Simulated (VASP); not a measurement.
# Si (Imma) in VASP: G0W0 quasiparticle levels with PBEsol

Aim: the G0W0 quasiparticle levels of Si with PBEsol.

Everything below comes from runs of VASP 6.6.1. Logs are shortened: lines on timing, memory, paths and dates and some standing lists are left out, and cuts for length are marked.

## 1. The cell of the first run

Symmetry: Imma, No. 74, orthorhombic system. Conventional cell: a = 3.822 Å, b = 3.880 Å, c = 5.488 Å, α = 90.00°, β = 90.00°, γ = 90.00°. Within 3.1 Å of Si (site symmetry mm2) lie 4 Si at 2.36 to 2.37 Å.

## 2. G0W0 quasiparticle levels, PBEsol

POSCAR

```
Si
1.0
   -0.0205219004      2.7233769502      2.7438988507
    2.7233769502     -0.0205219004      2.7438988507
    2.7028550498      2.7028550498      0.0000000000
Si
2
Direct
   -0.0009548733     -0.0009548733      0.0009548733
    0.2509548733      0.2509548733      0.2490451267
```

INCAR.step1

```
SYSTEM = Si
PREC = Accurate
ENCUT = 500
EDIFF = 1E-8
ISMEAR = 0
SIGMA = 0.01
LREAL = .FALSE.
LASPH = .TRUE.
NELM = 80
ALGO = Normal
LWAVE = .TRUE.
LCHARG = .FALSE.
GGA = PS
```

INCAR.step2

```
SYSTEM = Si
PREC = Accurate
ENCUT = 500
EDIFF = 1E-8
ISMEAR = 0
SIGMA = 0.01
LREAL = .FALSE.
LASPH = .TRUE.
NELM = 1
ALGO = Exact
LWAVE = .TRUE.
LCHARG = .FALSE.
GGA = PS
NBANDS = 96
LOPTICS = .TRUE.
ISTART = 1
```

INCAR.step3

```
SYSTEM = Si
PREC = Accurate
ENCUT = 500
EDIFF = 1E-8
ISMEAR = 0
SIGMA = 0.01
LREAL = .FALSE.
LASPH = .TRUE.
ALGO = EVGW0
LWAVE = .FALSE.
LCHARG = .FALSE.
GGA = PS
NELMGW = 1
NBANDS = 96
ENCUTGW = 100.0
NOMEGA = 48
PRECFOCK = Fast
ISTART = 1
NBANDSGW = 12
```

KPOINTS

```
Automatic mesh
0
G
  4 4 4
  0 0 0
```

Potentials or basis: VASP PAW PBE potentials, release 64 (Si_GW).

Run with:

```console
$ cat potpaw_PBE.64/Si_GW/POTCAR > POTCAR
$ cp INCAR.step1 INCAR
$ mpirun -np 1 vasp_std > vasp.out
$ cp INCAR.step2 INCAR
$ mpirun -np 1 vasp_std > vasp.out
$ cp INCAR.step3 INCAR
$ mpirun -np 1 vasp_std > vasp.out
```

OUTCAR:

```text
SYSTEM = Si
   PREC = Accurate
   ENCUT = 500
   EDIFF = 1E-8
   ISMEAR = 0
   LREAL = .FALSE.
   LASPH = .TRUE.
   GGA = PS
   NELMGW = 1
   ENCUTGW = 100.0
   PRECFOCK = Fast
   ISTART = 1

 ion  position               nearest neighbor table
   1  0.999  0.999  0.001-   2 2.36   2 2.36   2 2.37   2 2.37
   2  0.251  0.251  0.249-   1 2.36   1 2.36   1 2.37   1 2.37

  LATTYP: Found a body centered orthorhombic cell.
 ALAT       =     3.8224142686
 B/A-ratio  =     1.0151853503
 C/A-ratio  =     1.4356888908

  Lattice vectors:

 A1 = (   0.0205219004,  -2.7233769502,  -2.7438988507)
 A2 = (  -0.0205219004,   2.7233769502,  -2.7438988507)
 A3 = (   2.7233769502,  -0.0205219004,   2.7438988507)

Analysis of symmetry for initial positions (statically):
=====================================================================
 Subroutine PRICEL returns:
 Original cell was already a primitive cell.

 Routine SETGRP: Setting up the symmetry group for a
 body centered orthorhombic supercell.

 Subroutine GETGRP returns: Found  8 space group operations
 (whereof  4 operations were pure point group operations)
 out of a pool of  8 trial point group operations.

The static configuration has the point symmetry C_2v.
 The point group associated with its full space group is D_2h.

Analysis of symmetry for dynamics (positions and initial velocities):
=====================================================================
 Subroutine PRICEL returns:
 Original cell was already a primitive cell.

 Routine SETGRP: Setting up the symmetry group for a
 body centered orthorhombic supercell.

 Subroutine GETGRP returns: Found  8 space group operations
 (whereof  4 operations were pure point group operations)
 out of a pool of  8 trial point group operations.

The dynamic configuration has the point symmetry C_2v.
 The point group associated with its full space group is D_2h.

 Subroutine INISYM returns: Found  8 space group operations
 (whereof  4 operations are pure point group operations),
 and found     1 'primitive' translations

----------------------------------------------------------------------------------------

                                     Primitive cell

  volume of cell :      40.6995

  direct lattice vectors                    reciprocal lattice vectors
    -0.020521900  2.723376950  2.743898851    -0.182222461  0.182222461  0.182222461
     2.723376950 -0.020521900  2.743898851     0.182222461 -0.182222461  0.182222461
     2.702855050  2.702855050  0.000000000     0.184989572  0.184989572 -0.182222461

  length of vectors
     3.866029496  3.866029496  3.822414269     0.315618560  0.315618560  0.318821751

  position of ions in fractional coordinates (direct lattice)
     0.999045127  0.999045127  0.000954873
     0.250954873  0.250954873  0.249045127

  ion indices of the primitive-cell ions
   primitive index   ion index
                 1           1
                 2           2

----------------------------------------------------------------------------------------

 KPOINTS: Automatic mesh

Automatic generation of k-mesh.
 Grid dimensions read from file:
 generate k-points for:    4    4    4

 Generating k-lattice:

  Cartesian coordinates                     Fractional coordinates (reciprocal lattice)
    -0.045555615  0.045555615  0.045555615     0.250000000  0.000000000  0.000000000
     0.045555615 -0.045555615  0.045555615     0.000000000  0.250000000  0.000000000
     0.046247393  0.046247393 -0.045555615     0.000000000  0.000000000  0.250000000

  Length of vectors
     0.078904640  0.078904640  0.079705438

  Shift w.r.t. Gamma in fractional coordinates (k-lattice)
     0.000000000  0.000000000  0.000000000

 Subroutine IBZKPT returns following result:
 ===========================================

 Found     18 irreducible k-points:

 Following reciprocal coordinates:
            Coordinates               Weight
  0.000000  0.000000  0.000000      1.000000
  0.250000  0.000000  0.000000      4.000000
  0.500000  0.000000  0.000000      2.000000
  0.250000  0.250000  0.000000      2.000000
  0.500000  0.250000  0.000000      4.000000
 -0.250000  0.250000  0.000000      2.000000
[... 10 lines left out ...]
  0.250000  0.250000  0.500000      2.000000
 -0.250000  0.250000  0.500000      2.000000
   k-points           NKPTS =     18   k-points in BZ     NKDIM =     64   number of bands    NBANDS=     96
   number of dos      NEDOS =    301   number of ions     NIONS =      2
   total plane-waves  NPLWV =  21952
   dimension x,y,z NGX =    28 NGY =   28 NGZ =   28
   dimension x,y,z NGXF=    56 NGYF=   56 NGZF=   56
   ions per type =               2
   NGX,Y,Z   is equivalent  to a cutoff of  12.04, 12.04, 12.18 a.u.
   NGXF,Y,Z  is equivalent  to a cutoff of  24.08, 24.08, 24.36 a.u.
 SYSTEM =  Si
   PREC   = accura    normal or accurate (medium, high low for compatibility)
   ISTART =      1    job   : 0-new  1-cont  2-samecut
   ICHARG =      0    charge: 1-file 2-atom 10-const
   ISPIN  =      1    spin polarized calculation?
   LNONCOLLINEAR =      F non collinear calculations
   LSORBIT =      F    spin-orbit coupling
   LASPH  =      T    aspherical Exc in radial PAW
   ENCUT  =  500.0 eV  36.75 Ry    6.06 a.u.   7.05  7.05  6.97*2*pi/ulx,y,z
   NELM   =     60;   NELMIN=  2; NELMDL=  0     # of ELM steps
   EDIFF  = 0.1E-07   stopping-criterion for ELM
   LREAL  =      F    real-space projection
   EDIFFG = 0.1E-06   stopping-criterion for IOM
   NSW    =      0    number of steps for IOM
   IBRION =     -1    ionic relax: 0-MD 1-quasi-New 2-CG
   NFREE  =      0    steps in history (QN), initial steepest desc. (CG)
   ISIF   =      0    stress and relaxation
   ISYM   =      3    0-nonsym 1-usesym 2-fastsym
   POTIM  = 0.5000    time-step for ionic-motion
   TEBEG  =    0.0;   TEEND  =   0.0 temperature during run
   PSTRESS=    0.0 pullay stress
   NELECT =       8.0000    total number of electrons
   NUPDOWN=      -1.0000    fix difference up-down
   EMIN   =  10.00;   EMAX   =-10.00  energy-range for DOS
   EFERMI =   0.00;   METHOD = LEGACY
   ISMEAR =     0;   SIGMA  =   0.01  broadening in eV -4-tet -1-fermi 0-gaus
   EFERMI_NEDOS =   21; number of points for ismear=-14 and -15
   IALGO  =     38    algorithm
   IMIX   =      4    mixing-type and parameters
     AMIX     =   0.40;   BMIX     =  1.00
     AMIX_MAG =   1.60;   BMIX_MAG =  1.00
  volume/ion in A,a.u.               =      20.35       137.33
  Fermi-wavevector in a.u.,A,eV,Ry     =   0.951865  1.798763 12.327507  0.906046
  Thomas-Fermi vector in A             =   2.080374
   LORBIT       =      0    0 simple, 1 ext, 2 COOP (PROOUT), +10 PAW based schemes
   GGA     = PS    functional components
   LHFCALC =     T    Hartree Fock is set to
   PRECFOCK=fast      Normal, Fast or Accurate (Low or Medium for compatibility)
   ENCUT4O =  -1.0   cutoff for four orbital integrals eV
   NKREDX  =     1    reduce k-point grid by
   NKREDY  =     1    reduce k-point grid by
   NKREDZ  =     1    reduce k-point grid by
   AEXX    =    1.0000 exact exchange contribution
   HFSCREEN=    0.0000 screening length (either q_TF or 0.3 A-1)
   HFSCREENC=   0.0000 screening length for correlation (either q_TF or 0.3 A-1)
   ENCUTFOCK=  -1.0 apply spherical cutoff to Coloumb kernel
   IVDW    =     0    specifies the selected vdW correction
   LEPSILON=     F    determine dielectric tensor
   LRPA    =     F    only Hartree local field effects (RPA)
   LRPAFORCE           =     F    calculate RPA forces
   ENCUTGW             = 100.0    cutoff for response function in eV
   ENCUTGWSOFT         =  80.0    soft cutoff for Coulomb kernel in GW response function in eV
   ENCUTLF             =  -1.0    cutoff for local field effects
   NELMGW              =     1    number of iterations in solving QP/BSE equation
   NELMHF              =     1    number of iterations in the inner HF iteration
   NKREDLFX            =     1    NKREDLFY  =   1   NKREDLFZ  =   1
 non-spin polarized calculation
 Gauss-broadening in eV      SIGMA  =   0.01
  energy-cutoff  :      500.00
  volume of cell :       40.70
 maximum number of plane-waves:      1048
  NGX = 16; NGY = 16; NGZ = 16
   NGX = 15   NGY = 15   NGZ = 13
 maximum number of plane-waves:       100
 NGX is ok and might be reduce to    14

 QP shifts <psi_nk| G(iteration)W_0 |psi_nk>: iteration 1
 for sc-GW calculations column KS-energies equals QP-energies in previous step
 and V_xc(KS)=  KS-energies - (<T + V_ion + V_H > + <T+V_H+V_ion>^1  + <V_x>^1)

 k-point   1 :       0.0000    0.0000    0.0000
  band No.  KS-energies  QP-energies   sigma(KS)   V_xc(KS)     V^pw_x(r,r')   Z            occupation Imag(sigma)

      1      -6.5799      -6.9860     -11.0377     -10.4376     -17.4000       0.6766       2.0000       1.2242
      2       5.2586       4.8663     -11.8431     -11.3244     -12.9017       0.7563       2.0000       0.1022
      3       5.2722       4.8812     -11.8799     -11.3626     -12.9471       0.7560       2.0000       0.1047
      4       5.3972       5.0092     -11.8905     -11.3779     -12.9435       0.7569       2.0000       0.1032
      5       7.7098       7.9336      -9.8087     -10.1073      -5.5733       0.7494       0.0000      -0.0639
      6       7.7858       8.0146      -9.8513     -10.1566      -5.5821       0.7495       0.0000      -0.0643
      7       7.8805       8.1055      -9.8290     -10.1290      -5.5411       0.7497       0.0000      -0.0668
      8       8.4760       8.8265     -10.5493     -11.0196      -5.8438       0.7453       0.0000      -0.0659
      9      12.8983      13.2034      -9.5918     -10.0015      -4.1732       0.7448       0.0000      -0.2109
     10      12.9410      12.9714      -7.9531      -7.9928      -2.6085       0.7666       0.0000      -0.2872
     11      13.0378      13.3430      -9.6023     -10.0119      -4.1498       0.7454       0.0000      -0.2207
     12      16.1816      16.1963      -8.4312      -8.4506      -2.2378       0.7572       0.0000      -0.5837

 k-point   2 :       0.2500    0.0000    0.0000
  band No.  KS-energies  QP-energies   sigma(KS)   V_xc(KS)     V^pw_x(r,r')   Z            occupation Imag(sigma)

      1      -5.7976      -6.2053     -11.1259     -10.5156     -17.1456       0.6679       2.0000       1.0883
      2       1.3293       0.8961     -11.2659     -10.6667     -13.6965       0.7230       2.0000       0.1784
      3       4.5253       4.1275     -11.6526     -11.1213     -12.8909       0.7487       2.0000       0.1056
      4       4.6496       4.2536     -11.6756     -11.1474     -12.9052       0.7498       2.0000       0.1033
      5       7.2623       7.4908      -9.8929     -10.1955      -5.6825       0.7550       0.0000      -0.0473
      6       8.7076       8.9391      -9.8460     -10.1539      -5.3329       0.7518       0.0000      -0.0857
      7       8.8102       9.0418      -9.8601     -10.1682      -5.3047       0.7517       0.0000      -0.0895
      8      11.9832      12.2568     -10.2578     -10.6300      -4.8149       0.7351       0.0000      -0.2139
      9      12.3673      12.5953      -9.3647      -9.6699      -3.9932       0.7472       0.0000      -0.2301
     10      12.4988      12.7230      -9.3453      -9.6456      -3.9548       0.7466       0.0000      -0.2367
     11      14.0443      14.0597      -8.0939      -8.1143      -2.4220       0.7527       0.0000      -0.3538
     12      16.7626      16.8435      -8.7245      -8.8342      -2.5895       0.7373       0.0000      -0.5435
[... 228 lines left out ...]
      1      -4.5118      -4.9377     -11.2852     -10.6672     -16.7384       0.6892       2.0000       0.8919
      2      -0.1726      -0.5986     -11.5177     -10.9151     -14.8409       0.7070       2.0000       0.3005
      3       1.5373       1.0851     -10.7178     -10.0993     -12.8499       0.7313       2.0000       0.1466
      4       3.9598       3.5389     -11.5534     -10.9899     -12.9655       0.7470       2.0000       0.1043
      5       7.6127       7.8129      -9.3828      -9.6467      -5.0520       0.7587       0.0000      -0.0622
      6       9.9570      10.2141      -9.8527     -10.1987      -4.7872       0.7430       0.0000      -0.1432
      7      10.2258      10.4160     -10.0399     -10.2926      -5.3384       0.7527       0.0000      -0.1210
      8      11.1611      11.3954      -9.7076     -10.0254      -4.3424       0.7371       0.0000      -0.1964
      9      11.5905      11.7887      -9.2719      -9.5355      -4.1872       0.7521       0.0000      -0.1934
     10      15.0485      15.2418      -9.7775     -10.0419      -3.4375       0.7313       0.0000      -0.4638
     11      17.5912      17.6793      -8.7693      -8.8881      -2.5319       0.7412       0.0000      -0.5937
     12      18.5288      18.5724      -8.5486      -8.6069      -2.3654       0.7478       0.0000      -0.6576

 k-point  18 :      -0.2500    0.2500    0.5000
  band No.  KS-energies  QP-energies   sigma(KS)   V_xc(KS)     V^pw_x(r,r')   Z            occupation Imag(sigma)

      1      -2.3002      -2.7052     -11.5372     -10.9539     -15.9950       0.6943       2.0000       0.5564
      2      -2.3002      -2.7052     -11.5372     -10.9539     -15.9950       0.6943       2.0000       0.5564
      3       1.4573       0.9928     -10.6647     -10.0296     -12.8207       0.7314       2.0000       0.1516
      4       1.4573       0.9928     -10.6647     -10.0296     -12.8207       0.7314       2.0000       0.1516
      5       9.4115       9.5545      -9.4467      -9.6357      -4.8782       0.7570       0.0000      -0.1057
      6       9.4115       9.5545      -9.4467      -9.6357      -4.8782       0.7570       0.0000      -0.1057
      7      10.1134      10.3695      -9.7930     -10.1383      -4.6805       0.7416       0.0000      -0.1476
      8      10.1134      10.3695      -9.7930     -10.1383      -4.6805       0.7416       0.0000      -0.1476
      9      15.8032      16.0578     -10.3627     -10.7120      -3.8511       0.7290       0.0000      -0.5402
     10      15.8032      16.0578     -10.3627     -10.7120      -3.8511       0.7290       0.0000      -0.5402
     11      18.2560      18.5186     -10.1042     -10.4612      -3.3626       0.7355       0.0000      -0.7484
     12      18.2560      18.5186     -10.1042     -10.4612      -3.3626       0.7355       0.0000      -0.7484
```

It took 2.9 min on 1 thread of Intel Xeon 6975P-C (Granite Rapids), shared host; peak memory 0.56 GiB.

What came out:

- Quasiparticle gap: 0.95 eV
- Least direct quasiparticle gap: 2.92 eV
- Band gap of the starting levels on the mesh: 0.44 eV
- Least direct gap of the starting levels on the mesh: 2.31 eV

Caveat: the k points lie up to 0.50 Å⁻¹ apart; bands, screening cutoff and mesh are small and nothing is extrapolated, so the quasiparticle values aren't converged.
